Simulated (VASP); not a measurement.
# Hg (P6_3/mmc) in VASP: a series of runs

The runs below take Hg through relaxation of shape and atoms at fixed volume, with PBE.

Everything below comes from runs of VASP 6.6.1. Logs are shortened: lines on timing, memory, paths and dates and some standing lists are left out, and cuts for length are marked.

## (1) The cell of the first run

Symmetry: P6_3/mmc, No. 194, hexagonal system. Conventional cell: a = 2.893 Å, b = 2.893 Å, c = 4.490 Å, α = 90.00°, β = 90.00°, γ = 120.00°. Hg (site symmetry -6m2) has 12 Hg at 2.80 to 2.89 Å within 3.7 Å.

## (2) Relaxation of shape and atoms at fixed volume, PBE

Input file INCAR:

```
SYSTEM = Hg
ALGO = Normal
EDIFF = 1E-7
EDIFFG = -0.005
ENCUT = 600
GGA = PE
IBRION = 2
ISIF = 4
ISMEAR = -1
LASPH = .True.
LCHARG = .False.
LREAL = .False.
LWAVE = .False.
NELM = 60
NSW = 50
PREC = Accurate
SIGMA = 0.05
```

Input file KPOINTS:

```
k-points
0
Gamma
  14 14 8
  0 0 0
```

Input file POSCAR:

```
Hg
1.0
    2.8929987074      0.0000000000      0.0000000000
   -1.4464993537      2.5054103737      0.0000000000
    0.0000000000      0.0000000000      4.4895791806
Hg
2
Direct
    0.3333333333      0.6666666667      0.2500000000
    0.6666666667      0.3333333333      0.7500000000
```

Potentials or basis: VASP PAW PBE potentials, release 64 (Hg).

Command:

```sh
cat potpaw_PBE.64/Hg/POTCAR > POTCAR
mpirun -np 1 vasp_std > vasp.out
```

OUTCAR:

```text
SYSTEM = Hg
   EDIFF = 1E-7
   EDIFFG = -0.005
   ENCUT = 600
   GGA = PE
   IBRION = 2
   ISIF = 4
   ISMEAR = -1
   LASPH = .True.
   LREAL = .False.
   NELM = 60
   NSW = 50
   PREC = Accurate

 ion  position               nearest neighbor table
   1  0.333  0.667  0.250-   2 2.80   2 2.80   2 2.80   2 2.80   2 2.80   2 2.80
   2  0.667  0.333  0.750-   1 2.80   1 2.80   1 2.80   1 2.80   1 2.80   1 2.80

  LATTYP: Found a hexagonal cell.
 ALAT       =     2.8929987074
 C/A-ratio  =     1.5518773545

  Lattice vectors:

 A1 = (   2.8929987074,   0.0000000000,   0.0000000000)
 A2 = (  -1.4464993537,   2.5054103737,   0.0000000000)
 A3 = (   0.0000000000,   0.0000000000,   4.4895791806)

Analysis of symmetry for initial positions (statically):
=====================================================================
 Subroutine PRICEL returns:
 Original cell was already a primitive cell.

 Routine SETGRP: Setting up the symmetry group for a
 hexagonal supercell.

 Subroutine GETGRP returns: Found 24 space group operations
 (whereof 12 operations were pure point group operations)
 out of a pool of 24 trial point group operations.

The static configuration has the point symmetry D_3d.
 The point group associated with its full space group is D_6h.

Analysis of symmetry for dynamics (positions and initial velocities):
=====================================================================
 Subroutine PRICEL returns:
 Original cell was already a primitive cell.

 Routine SETGRP: Setting up the symmetry group for a
 hexagonal supercell.

 Subroutine GETGRP returns: Found 24 space group operations
 (whereof 12 operations were pure point group operations)
 out of a pool of 24 trial point group operations.

The dynamic configuration has the point symmetry D_3d.
 The point group associated with its full space group is D_6h.

 Subroutine INISYM returns: Found 24 space group operations
 (whereof 12 operations are pure point group operations),
 and found     1 'primitive' translations

----------------------------------------------------------------------------------------

                                     Primitive cell

  volume of cell :      32.5411

  direct lattice vectors                    reciprocal lattice vectors
     2.892998707  0.000000000  0.000000000     0.345662097  0.199568105  0.000000000
    -1.446499354  2.505410374  0.000000000     0.000000000  0.399136210  0.000000000
     0.000000000  0.000000000  4.489579181     0.000000000  0.000000000  0.222738025

  length of vectors
     2.892998707  2.892998707  4.489579181     0.399136210  0.399136210  0.222738025

  position of ions in fractional coordinates (direct lattice)
     0.333333333  0.666666667  0.250000000
     0.666666667  0.333333333  0.750000000

  ion indices of the primitive-cell ions
   primitive index   ion index
                 1           1
                 2           2

----------------------------------------------------------------------------------------

 KPOINTS: k-points

Automatic generation of k-mesh.
 Grid dimensions read from file:
 generate k-points for:   14   14    8

 Generating k-lattice:

  Cartesian coordinates                     Fractional coordinates (reciprocal lattice)
     0.024690150  0.014254865  0.000000000     0.071428571  0.000000000  0.000000000
     0.000000000  0.028509729  0.000000000     0.000000000  0.071428571  0.000000000
     0.000000000  0.000000000  0.027842253     0.000000000  0.000000000  0.125000000

  Length of vectors
     0.028509729  0.028509729  0.027842253

  Shift w.r.t. Gamma in fractional coordinates (k-lattice)
     0.000000000  0.000000000  0.000000000

 Subroutine IBZKPT returns following result:
 ===========================================

 Found    120 irreducible k-points:

 Following reciprocal coordinates:
            Coordinates               Weight
  0.000000  0.000000  0.000000      1.000000
  0.071429  0.000000  0.000000      6.000000
  0.142857  0.000000  0.000000      6.000000
  0.214286 -0.000000  0.000000      6.000000
  0.285714  0.000000  0.000000      6.000000
  0.357143  0.000000  0.000000      6.000000
[... 16 lines left out ...]
  0.285714  0.285714  0.000000      6.000000
  0.357143  0.285714  0.000000      6.000000
 [... further k-points ...]
   k-points           NKPTS =    120   k-points in BZ     NKDIM =    120   number of bands    NBANDS=     16
   number of dos      NEDOS =    301   number of ions     NIONS =      2
   total plane-waves  NPLWV =  20736
   dimension x,y,z NGX =    24 NGY =   24 NGZ =   36
   dimension x,y,z NGXF=    48 NGYF=   48 NGZF=   72
   ions per type =               2
   NGX,Y,Z   is equivalent  to a cutoff of  13.79, 13.79, 13.33 a.u.
   NGXF,Y,Z  is equivalent  to a cutoff of  27.58, 27.58, 26.66 a.u.
 SYSTEM =  Hg
   PREC   = accura    normal or accurate (medium, high low for compatibility)
   ISTART =      0    job   : 0-new  1-cont  2-samecut
   ICHARG =      2    charge: 1-file 2-atom 10-const
   ISPIN  =      1    spin polarized calculation?
   LNONCOLLINEAR =      F non collinear calculations
   LSORBIT =      F    spin-orbit coupling
   LASPH  =      T    aspherical Exc in radial PAW
   ENCUT  =  600.0 eV  44.10 Ry    6.64 a.u.   5.78  5.78  8.97*2*pi/ulx,y,z
   NELM   =     60;   NELMIN=  2; NELMDL= -5     # of ELM steps
   EDIFF  = 0.1E-06   stopping-criterion for ELM
   LREAL  =      F    real-space projection
   EDIFFG = -.5E-02   stopping-criterion for IOM
   NSW    =     50    number of steps for IOM
   IBRION =      2    ionic relax: 0-MD 1-quasi-New 2-CG
   NFREE  =      1    steps in history (QN), initial steepest desc. (CG)
   ISIF   =      4    stress and relaxation
   ISYM   =      2    0-nonsym 1-usesym 2-fastsym
   POTIM  = 0.5000    time-step for ionic-motion
   TEBEG  =    0.0;   TEEND  =   0.0 temperature during run
   PSTRESS=    0.0 pullay stress
   NELECT =      24.0000    total number of electrons
   NUPDOWN=      -1.0000    fix difference up-down
   EMIN   =  10.00;   EMAX   =-10.00  energy-range for DOS
   EFERMI =   0.00;   METHOD = LEGACY
   ISMEAR =    -1;   SIGMA  =   0.05  broadening in eV -4-tet -1-fermi 0-gaus
   EFERMI_NEDOS =   21; number of points for ismear=-14 and -15
   IALGO  =     38    algorithm
   IMIX   =      4    mixing-type and parameters
     AMIX     =   0.40;   BMIX     =  1.00
     AMIX_MAG =   1.60;   BMIX_MAG =  1.00
  volume/ion in A,a.u.               =      16.27       109.80
  Fermi-wavevector in a.u.,A,eV,Ry     =   1.479112  2.795116 29.766441  2.187772
  Thomas-Fermi vector in A             =   2.593310
   LORBIT       =      0    0 simple, 1 ext, 2 COOP (PROOUT), +10 PAW based schemes
   GGA     = PE    functional components
   LHFCALC =     F    Hartree Fock is set to
   AEXX    =    0.0000 exact exchange contribution
   IVDW    =     0    specifies the selected vdW correction
   LEPSILON=     F    determine dielectric tensor
   LRPA    =     F    only Hartree local field effects (RPA)
 conjugate gradient relaxation of ions
 non-spin polarized calculation
  energy-cutoff  :      600.00
  volume of cell :       32.54
 maximum number of plane-waves:      1102
 NGX is ok and might be reduce to    24
   NGX = 11   NGY = 11   NGZ = 17

--------------------------------------- Ionic step        1  -------------------------------------------

 number of electron      24.0000004 magnetization

 Free energy of the ion-electron system (eV)
  ---------------------------------------------------
  ext. energy  EPLUGINS =         0.00000000
  ---------------------------------------------------
  free energy    TOTEN  =         1.96012012 eV

  energy without entropy =        1.96790224  energy(sigma->0) =        1.96401118

------------------------ aborting loop because EDIFF is reached ----------------------------------------

  FORCE on cell =-STRESS in cart. coord.  units (eV):
  Direction    XX          YY          ZZ          XY          YZ          ZX
  --------------------------------------------------------------------------------------
  -------------------------------------------------------------------------------------
  Total       12.1083503     12.1083503     13.4851245      0.0000000      0.0000000      0.0000000
  in kB      596.1599737    596.1599737    663.9460568      0.0000000      0.0000000      0.0000000
  external PRESSURE =     618.7553347 kB  Pullay stress =       0.0000000 kB
[... 165 lines left out ...]
  energy  without entropy=        1.9213090686  energy(sigma->0) =        1.91942706

--------------------------------------- Ionic step        6  -------------------------------------------

 number of electron      23.9999998 magnetization

 Free energy of the ion-electron system (eV)
  ---------------------------------------------------
  ext. energy  EPLUGINS =         0.00000000
  ---------------------------------------------------
  free energy    TOTEN  =         1.91753596 eV

  energy without entropy =        1.92136796  energy(sigma->0) =        1.91945196

 E-fermi :   7.2319     XC(G=0): -13.0299

 val. band max:        7.2217985610   @ k =   0.0714   0.0000   0.1250
 cond. band min:       7.3047308930   @ k =   0.5000  -0.0000   0.3750
 fundamental gap:      0.0829323321
 Fermi energy:         7.2318969189

 k-point     1 :       0.0000    0.0000    0.0000
  band No.  band energies     occupation
      1      -6.2568      2.00000
      2      -4.3746      2.00000
      3      -2.2919      2.00000
      4      -2.0822      2.00000
      5      -2.0822      2.00000
      6      -1.8012      2.00000
[... 8 lines left out ...]
     15      21.7635      0.00000
     16      22.6512      0.00000
[... 420 lines left out ...]
  band No.  band energies     occupation
      1      -3.4938      2.00000
      2      -2.9440      2.00000
      3      -2.9104      2.00000
      4      -2.2292      2.00000
      5      -2.1961      2.00000
      6      -2.0479      2.00000
[... 8 lines left out ...]
     15      13.3096      0.00000
     16      13.7642      0.00000

 [... further k-points ...]

------------------------ aborting loop because EDIFF is reached ----------------------------------------

  FORCE on cell =-STRESS in cart. coord.  units (eV):
  Direction    XX          YY          ZZ          XY          YZ          ZX
  --------------------------------------------------------------------------------------
  -------------------------------------------------------------------------------------
  Total       12.3755845     12.3755845     12.3763477      0.0000000      0.0000000      0.0000000
  in kB      609.3173646    609.3173646    609.3549413      0.0000000      0.0000000      0.0000000
  external PRESSURE =     609.3298902 kB  Pullay stress =       0.0000000 kB
[... 17 lines left out ...]
  FREE ENERGIE OF THE ION-ELECTRON SYSTEM (eV)
  ---------------------------------------------------
  free  energy   TOTEN  =         1.9175359616 eV

  energy  without entropy=        1.9213679613  energy(sigma->0) =        1.91945196

 reached required accuracy - stopping structural energy minimisation
```

Run time: 78 s. Hardware: 1 thread of Intel Xeon 6975P-C (Granite Rapids), shared host; peak memory 0.2 GiB.

Results:

- Free energy: 1.9175 eV
- Energy gained by relaxing: 21.3 meV/atom
- Ionic steps: 6
- Pressure after relaxing: 60.9 GPa
- Band gap on the k mesh: zero (bands 12 and 13 overlap by 1.92 eV)

Step by step:
```tsv
step	energy change (eV)	largest force (eV/Å)	pressure (GPa)	volume (Å³)
1	0.0000	0.0000	61.88	32.54
2	-0.0285	0.0000	61.21	32.54
3	-0.0147	0.0000	61.88	32.54
4	-0.0418	0.0000	60.96	32.54
5	-0.0426	0.0000	60.94	32.54
6	-0.0426	0.0000	60.93	32.54
```

Final structure:
```
Hg
1.0
     2.82767    0.00000    0.00000
    -1.41383    2.44883    0.00000
     0.00000    0.00000    4.69944
Hg
2
Direct
  0.33333 0.66667 0.25000
  0.66667 0.33333 0.75000
```

Levels at points of the mesh, in eV from the Fermi level:
```csv
k point,band 8,band 9,band 10,band 11,band 12,band 13,band 14,band 15,band 16
"(0.00, 0.00, 0.00)",-8.47,-8.47,-7.18,-7.18,-4.38,-1.42,13.03,14.53,15.42
"(0.50, 0.00, 0.00)",-6.96,-6.93,-6.76,-3.73,-2.67,2.55,3.92,3.96,7.52
"(0.00, 0.00, 0.50)",-9.27,-7.61,-7.61,-7.61,-7.61,7.58,7.58,13.38,13.38
"(0.50, 0.00, 0.50)",-7.24,-6.83,-6.83,-3.07,-3.07,-0.08,-0.08,10.92,10.92
```

Caveat: spin-orbit coupling is left out, which moves the levels of the heavy elements.

## (3) Relaxation of shape and atoms at fixed volume, PBE

This run uses another cell than the first one, of 18.77 Å³/atom.

Input file INCAR:

```
PREC = Accurate
ENCUT = 600
EDIFF = 1E-7
ISMEAR = -1
SIGMA = 0.05
LREAL = F
LASPH = T
NELM = 100
ALGO = Normal
ISIF = 4
LWAVE = F
LCHARG = F
GGA = PE
IBRION = 2
NSW = 50
EDIFFG = -0.005
```

Input file KPOINTS:

```
Automatic mesh
0
Gamma
  14 14 8
```

Input file POSCAR:

```
Hg
1.0
    3.0343397647      0.0000000000      0.0000000000
   -1.5171698824      2.6278153200      0.0000000000
    0.0000000000      0.0000000000      4.7089231667
Hg
2
Direct
    0.3333333333      0.6666666667      0.2500000000
    0.6666666667      0.3333333333      0.7500000000
```

Potentials or basis: VASP PAW PBE potentials, release 64 (Hg).

Command:

```sh
cat potpaw_PBE.64/Hg/POTCAR > POTCAR
mpirun -np 1 vasp_std > vasp.out
```

Wall time 80 s (1 thread of Intel Xeon 6975P-C (Granite Rapids), shared host); peak memory 0.21 GiB.

Results (log left out):

```
Free energy               : 0.6231 eV
Energy gained by relaxing : 8.4 meV/atom
Ionic steps               : 6
Pressure after relaxing   : 26.7 GPa
Band gap on the k mesh    : zero (bands 12 and 13 overlap by 1.78 eV)
```

The path:
```
step  energy change (eV)  largest force (eV/Å)  pressure (GPa)  volume (Å³)
   1              0.0000                0.0000           27.12        37.55
   2             -0.0082                0.0000           26.90        37.55
   3             -0.0162                0.0000           26.72        37.55
   4             -0.0168                0.0000           26.74        37.55
   5             -0.0168                0.0000           26.75        37.55
   6             -0.0168                0.0000           26.74        37.55
```

Final structure:
```
Hg
1.0
     2.97602    0.00000    0.00000
    -1.48801    2.57731    0.00000
     0.00000    0.00000    4.89528
Hg
2
Direct
  0.33333 0.66667 0.25000
  0.66667 0.33333 0.75000
```

Levels at points of the mesh, in eV from the Fermi level:
```csv
k point,band 9,band 10,band 11,band 12,band 13,band 14,band 15,band 16
"(0.00, 0.00, 0.00)",-7.54,-6.52,-6.52,-3.06,-1.38,13.26,14.59,14.59
"(0.50, 0.00, 0.00)",-6.35,-6.23,-3.05,-2.49,2.83,3.49,4.09,7.41
"(0.00, 0.00, 0.50)",-6.86,-6.86,-6.86,-6.86,7.37,7.37,13.55,13.55
"(0.50, 0.00, 0.50)",-6.28,-6.28,-2.13,-2.13,-0.23,-0.23,10.25,10.25
```

Caveat: spin-orbit coupling is left out, which moves the levels of the heavy elements.
